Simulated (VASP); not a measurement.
Set up this calculation in VASP 6.6.1, as the native input.

| Property | Result |
| --- | --- |
| Task | electric field gradients |
| Functional | PBE |
| Potentials or basis | VASP PAW PBE potentials, release 64 (Sn_d) |
| Cutoff | 520 eV |
| k mesh | 9 × 9 × 9 |
| Occupations | fermi-dirac, width 0.03 eV |
| Spin | no spin polarisation |
| Dipole correction | no |
| Further INCAR settings | ALGO = Normal; EDIFF = 1e-08; NBANDS = 21 |

The structure of Sn lies in POSCAR:

```
Sn
1.0
    0.0000000000      3.2456000000      3.2456000000
    3.2456000000      0.0000000000      3.2456000000
    3.2456000000      3.2456000000      0.0000000000
Sn
2
Direct
    0.5184865664      0.5184865664      0.4815134336
    0.7500000000      0.7500000000      0.7500000000
```

This cell differs from its parent crystal: atom 1 (Sn) moved by [0.0, 0.0, 0.12] A.

These files were run (other wordings do the same):

INCAR

```
SYSTEM = Sn
PREC = Accurate ; ENCUT = 520
EDIFF = 1E-8 ; ISMEAR = -1
SIGMA = 0.03 ; LREAL = .False.
LASPH = .True. ; NELM = 80
ALGO = Normal ; ISIF = 2
LWAVE = .False. ; LCHARG = .False.
GGA = PE ; LEFG = .True.
NBANDS = 21
```

KPOINTS

```
Automatic mesh
0
Gamma
  9 9 9
  0 0 0
```

Potentials or basis: VASP PAW PBE potentials, release 64 (Sn_d).

Run with:

```bash
$ cat potpaw_PBE.64/Sn_d/POTCAR > POTCAR
$ mpirun -np 1 vasp_std > vasp.out
```

It gave:

The pressure is 3.5 GPa, the largest force is 0.933 eV/Å and the band gap on the k mesh is zero (bands 14 and 15 overlap by 0.30 eV). The largest electric field gradient by atom is Sn -34.8 V/Å².

Caveat: the cell differs from its parent crystal (atom 1 (Sn) moved by [0.0, 0.0, 0.12] A); the cell stands under pressure; without QUAD_EFG the Cq values of the log hold for a quadrupole moment of 1 mb, not for the nuclei; spin-orbit coupling is left out, which moves the levels of the heavy elements.

Run time: 89 s on 1 thread of Intel(R) Xeon(R) 6975P-C (Granite Rapids), with other jobs on the host, peak memory 0.29 GiB.
